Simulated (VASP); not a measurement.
Set up this calculation in VASP 6.6.1, as the native input.

- Task: single point
- Functional: PBE
- Potentials or basis: VASP PAW PBE potentials, release 64 (C_h, Ba_sv)
- Cutoff: 910 eV
- k mesh: 6 × 6 × 6
- Occupations: gaussian, width 0.05 eV
- Spin: no spin polarisation
- Dipole correction: no
- Second run: hard_potentials
- Further INCAR settings: ALGO = Normal; EDIFF = 1e-06; NBANDS = 19

The structure of Ba2C lies in POSCAR:

```
Ba2C
1.0
    0.0000000000      3.2360482588      3.2360482588
    3.2360482588      0.0000000000      3.2360482588
    3.2360482588      3.2360482588      0.0000000000
C Ba
1 2
Direct
    0.0000000000      0.0000000000      0.0000000000
    0.2500000000      0.2500000000      0.2500000000
    0.7500000000      0.7500000000      0.7500000000
```

These files were run (other wordings do the same):

INCAR

```
PREC = Accurate
ENCUT = 910
EDIFF = 1E-6
ISMEAR = 0
SIGMA = 0.05
LREAL = F
LASPH = T
NELM = 120
ALGO = Normal
ISIF = 2
LWAVE = F
LCHARG = T
GGA = PE
LELF = T
LVHAR = T
NBANDS = 19
GGA_COMPAT = F
```

KPOINTS

```
Automatic mesh
0
Gamma
  6 6 6
```

Potentials or basis: VASP PAW PBE potentials, release 64 (C_h, Ba_sv).

Command:

```bash
$ cat potpaw_PBE.64/C_h/POTCAR potpaw_PBE.64/Ba_sv/POTCAR > POTCAR
$ mpirun -np 1 vasp_std > vasp.out
```

It gave:

| Quantity | Value |
| --- | --- |
| Pressure | 18.0 GPa |
| Band gap on the k mesh | zero (band 12 reaches 4.91 eV, above the bottom of band 13 at 4.66 eV) |

Caveat: the cutoff is under 1.25 times the usual one of these potentials, so pressure, stress and relaxed cells hold a basis-set (Pulay) error; spin-orbit coupling is left out, which moves the levels of the heavy elements.

It took 60 s on 1 thread of Intel(R) Xeon(R) Platinum 8488C (Sapphire Rapids), with other jobs on the host, peak memory 0.31 GiB.
